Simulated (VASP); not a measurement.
# KZnF3 (Pm-3m) in VASP: further runs, part 2 of 2

VASP 6.6.1. The steps go on from the part before.

**4. Single point, r2SCAN**

This run uses another cell than the first one, of 13.25 Å³/atom, 0.995 times its volume.

POSCAR reads:

```
KZnF3
1.0
    4.0461680130      0.0000000000      0.0000000000
    0.0000000000      4.0461680130      0.0000000000
    0.0000000000      0.0000000000      4.0461680130
K Zn F
1 1 3
Direct
    0.0000000000      0.0000000000      0.0000000000
    0.5000000000      0.5000000000      0.5000000000
    0.5000000000      0.5000000000      0.0000000000
    0.0000000000      0.5000000000      0.5000000000
    0.5000000000      0.0000000000      0.5000000000
```

INCAR.step1 reads:

```
SYSTEM = KZnF3
PREC = Accurate ; ENCUT = 520
ISMEAR = -1 ; SIGMA = 0.02
LREAL = .FALSE. ; LASPH = .TRUE.
NELM = 100 ; NBANDS = 29
GGA = PE ; ALGO = Normal
EDIFF = 1E-4 ; LWAVE = .TRUE.
LCHARG = .FALSE.
```

INCAR.step2 reads:

```
SYSTEM = KZnF3
PREC = Accurate ; ENCUT = 520
EDIFF = 1E-6 ; ISMEAR = -1
SIGMA = 0.02 ; LREAL = .FALSE.
LASPH = .TRUE. ; NELM = 100
ALGO = Normal ; ISIF = 2
LWAVE = .FALSE. ; LCHARG = .FALSE.
METAGGA = R2SCAN ; LMIXTAU = .TRUE.
NBANDS = 29 ; ISTART = 1
```

KPOINTS reads:

```
Automatic mesh
0
G
  6 6 6
  0 0 0
```

Potentials or basis: VASP PAW PBE potentials, release 64 (K_sv, Zn, F).

Command:

```console
$ cat potpaw_PBE.64/K_sv/POTCAR potpaw_PBE.64/Zn/POTCAR potpaw_PBE.64/F/POTCAR > POTCAR
$ cp INCAR.step1 INCAR
$ mpirun -np 1 vasp_std > vasp.out
$ cp INCAR.step2 INCAR
$ mpirun -np 1 vasp_std > vasp.out
```

OUTCAR:

```text
SYSTEM = KZnF3
   PREC = Accurate
   ENCUT = 520
   EDIFF = 1E-6
   ISMEAR = -1
   LREAL = .FALSE.
   LASPH = .TRUE.
   NELM = 100
   ISIF = 2
   METAGGA = R2SCAN
   ISTART = 1

 ion  position               nearest neighbor table
   1  0.000  0.000  0.000-
   2  0.500  0.500  0.500-   3 2.02   4 2.02   5 2.02   3 2.02   5 2.02   4 2.02
   3  0.500  0.500  0.000-   2 2.02   2 2.02
   4  0.000  0.500  0.500-   2 2.02   2 2.02
   5  0.500  0.000  0.500-   2 2.02   2 2.02

  LATTYP: Found a simple cubic cell.
 ALAT       =     4.0461680130

  Lattice vectors:

 A1 = (   4.0461680130,   0.0000000000,   0.0000000000)
 A2 = (   0.0000000000,   4.0461680130,   0.0000000000)
 A3 = (   0.0000000000,   0.0000000000,   4.0461680130)

Analysis of symmetry for initial positions (statically):
=====================================================================
 Subroutine PRICEL returns:
 Original cell was already a primitive cell.

 Routine SETGRP: Setting up the symmetry group for a
 simple cubic supercell.

 Subroutine GETGRP returns: Found 48 space group operations
 (whereof 48 operations were pure point group operations)
 out of a pool of 48 trial point group operations.

The static configuration has the point symmetry O_h .

Analysis of symmetry for dynamics (positions and initial velocities):
=====================================================================
 Subroutine PRICEL returns:
 Original cell was already a primitive cell.

 Routine SETGRP: Setting up the symmetry group for a
 simple cubic supercell.

 Subroutine GETGRP returns: Found 48 space group operations
 (whereof 48 operations were pure point group operations)
 out of a pool of 48 trial point group operations.

The dynamic configuration has the point symmetry O_h .
[... 114 lines left out ...]
   EFERMI =   0.00;   METHOD = LEGACY
   ISMEAR =    -1;   SIGMA  =   0.02  broadening in eV -4-tet -1-fermi 0-gaus
   EFERMI_NEDOS =   21; number of points for ismear=-14 and -15
   IALGO  =     38    algorithm
   IMIX   =      4    mixing-type and parameters
     AMIX     =   0.40;   BMIX     =  1.00
     AMIX_MAG =   1.60;   BMIX_MAG =  1.00
  volume/ion in A,a.u.               =      13.25        89.40
  Fermi-wavevector in a.u.,A,eV,Ry     =   1.406417  2.657742 26.912432  1.978008
  Thomas-Fermi vector in A             =   2.528779
   LORBIT       =      0    0 simple, 1 ext, 2 COOP (PROOUT), +10 PAW based schemes
   METAGGA = R2SCAN    functional components
   LHFCALC =     F    Hartree Fock is set to
   AEXX    =    0.0000 exact exchange contribution
   IVDW    =     0    specifies the selected vdW correction
   LEPSILON=     F    determine dielectric tensor
   LRPA    =     F    only Hartree local field effects (RPA)
 non-spin polarized calculation
  energy-cutoff  :      520.00
  volume of cell :       66.24
 maximum number of plane-waves:      1804
   NGX = 15   NGY = 15   NGZ = 15

 number of electron      41.9999980 magnetization

 Free energy of the ion-electron system (eV)
  ---------------------------------------------------
  ext. energy  EPLUGINS =         0.00000000
  ---------------------------------------------------
  free energy    TOTEN  =       -38.35587644 eV

  energy without entropy =      -38.35587644  energy(sigma->0) =      -38.35587644

 E-fermi :  -0.6815     XC(G=0): -10.4891

 val. band max:       -1.2077991233   @ k =   0.5000   0.5000   0.5000
 cond. band min:       3.3782101898   @ k =   0.0000   0.0000   0.0000
 fundamental gap:      4.5860093131
 Fermi energy:        -0.6814753395

 k-point     1 :       0.0000    0.0000    0.0000
  band No.  band energies     occupation
      1     -29.3995      2.00000
      2     -24.0785      2.00000
      3     -23.4777      2.00000
      4     -23.4777      2.00000
      5     -12.1209      2.00000
      6     -12.1209      2.00000
[... 629 lines left out ...]
     28      12.1077      0.00000
     29      13.1445      0.00000

------------------------ aborting loop because EDIFF is reached ----------------------------------------

  FORCE on cell =-STRESS in cart. coord.  units (eV):
  Direction    XX          YY          ZZ          XY          YZ          ZX
  --------------------------------------------------------------------------------------
  -------------------------------------------------------------------------------------
  Total        0.1186661      0.1186661      0.1186661     -0.0000000      0.0000000     -0.0000000
  in kB        2.8701549      2.8701549      2.8701549     -0.0000000      0.0000000     -0.0000000
  external PRESSURE =       2.8701549 kB  Pullay stress =       0.0000000 kB

 VOLUME and BASIS-vectors are now :
 -----------------------------------------------------------------------------
  energy-cutoff  :      520.00
  volume of cell :       66.24
      direct lattice vectors                 reciprocal lattice vectors
     4.046168013  0.000000000  0.000000000     0.247147424  0.000000000  0.000000000
     0.000000000  4.046168013  0.000000000     0.000000000  0.247147424  0.000000000
     0.000000000  0.000000000  4.046168013     0.000000000  0.000000000  0.247147424

 POSITION                                       TOTAL-FORCE (eV/Angst)
 -----------------------------------------------------------------------------------
      0.00000      0.00000      0.00000         0.000000      0.000000      0.000000
      2.02308      2.02308      2.02308         0.000000      0.000000      0.000000
      2.02308      2.02308      0.00000         0.000000      0.000000      0.000000
      0.00000      2.02308      2.02308         0.000000      0.000000      0.000000
      2.02308      0.00000      2.02308         0.000000      0.000000      0.000000
 -----------------------------------------------------------------------------------
    total drift:                                0.000000      0.000000     -0.000000

  FREE ENERGIE OF THE ION-ELECTRON SYSTEM (eV)
  ---------------------------------------------------
  free  energy   TOTEN  =       -38.3558764365 eV

  energy  without entropy=      -38.3558764365  energy(sigma->0) =      -38.35587644
```

OUTCAR.step1:

```text
SYSTEM = KZnF3
   PREC = Accurate
   ENCUT = 520
   ISMEAR = -1
   LREAL = .FALSE.
   LASPH = .TRUE.
[... 864 lines left out ...]
      2.02308      2.02308      0.00000         0.000000      0.000000      0.000000
      0.00000      2.02308      2.02308         0.000000      0.000000      0.000000
      2.02308      0.00000      2.02308         0.000000      0.000000      0.000000
 -----------------------------------------------------------------------------------
    total drift:                                0.000000      0.000000     -0.000000

  FREE ENERGIE OF THE ION-ELECTRON SYSTEM (eV)
  ---------------------------------------------------
  free  energy   TOTEN  =       -20.2585510846 eV

  energy  without entropy=      -20.2585510846  energy(sigma->0) =      -20.25855108
```

OSZICAR.step1:

```text
N       E                     dE             d eps       ncg     rms          rms(c)
DAV:   1     0.436633837564E+03    0.43663E+03   -0.22521E+04  1168   0.175E+03
DAV:   2     0.180987412538E+02   -0.41854E+03   -0.39790E+03  1261   0.454E+02
DAV:   3    -0.214488796324E+02   -0.39548E+02   -0.39247E+02  1374   0.144E+02
DAV:   4    -0.224863659998E+02   -0.10375E+01   -0.10344E+01  1783   0.212E+01
DAV:   5    -0.224989857983E+02   -0.12620E-01   -0.12609E-01  1426   0.197E+00    0.115E+01
DAV:   6    -0.202252416749E+02    0.22737E+01   -0.63999E+00  1641   0.346E+01    0.707E+00
DAV:   7    -0.202822802383E+02   -0.57039E-01   -0.13701E+00  1280   0.729E+00    0.453E+00
DAV:   8    -0.202941986837E+02   -0.11918E-01   -0.46014E-01  1539   0.127E+01    0.154E+00
DAV:   9    -0.202596121349E+02    0.34587E-01   -0.84063E-02  1722   0.836E+00    0.472E-01
DAV:  10    -0.202583048202E+02    0.13073E-02   -0.48939E-02  1663   0.460E+00    0.221E-01
DAV:  11    -0.202585032893E+02   -0.19847E-03   -0.77408E-03  1296   0.796E-01    0.120E-01
DAV:  12    -0.202585510846E+02   -0.47795E-04   -0.36191E-04  1227   0.155E-01
   1 F= -.20258551E+02 E0= -.20258551E+02  d E =-.596691E-12
```

Wall time 2 min (1 thread of Intel Xeon 6975P-C, shared host); peak memory 0.19 GiB.

Results:

```
Free energy            : -38.3559 eV
Pressure               : 0.3 GPa
Band gap on the k mesh : 4.59 eV, indirect (least direct gap 6.59 eV)
```

Levels at points of the mesh, in eV from the valence-band top:
```tsv
k point	band 18	band 19	band 20	band 21	band 22	band 23	band 24	band 25
(0.00, 0.00, 0.00)	-2.23	-2.00	-2.00	-2.00	4.59	9.28	9.28	10.28
(0.50, 0.00, 0.00)	-2.18	-1.80	-1.80	-1.51	7.37	9.02	10.26	11.87
(0.50, 0.50, 0.00)	-1.88	-1.88	-1.66	0.00	8.85	10.81	11.01	11.01
(0.50, 0.50, 0.50)	-1.65	-1.65	0.00	0.00	9.19	9.19	9.19	11.20
```

Caveat: the PAW data sets were made with another functional, which shifts forces and pressure a little. r2SCAN opens gaps a little over a GGA but as a rule still falls short of measured ones.

**5. The runs side by side**

| level | cell | gap on the mesh (eV) | pressure (GPa) |
| --- | --- | --- | --- |
| PBEsol | a = 4.053 Å, 5 atoms | 3.63 | 0.4 |
| PBE | a = 4.128 Å, 5 atoms | 3.65 | 0.3 |
| r2SCAN | a = 4.046 Å, 5 atoms | 4.59 | 0.3 |

Alike in all rows: task single point; potentials or basis VASP PAW PBE potentials, release 64 (K_sv, Zn, F); no spin polarisation; k mesh 6 × 6 × 6; cutoff (eV) 520; smearing fermi-dirac 0.02 eV.

Caveats: the PAW data sets were made with another functional, which shifts forces and pressure a little (some runs).

Total energies depend on the potentials used, so only differences within one code and one set of settings carry meaning.
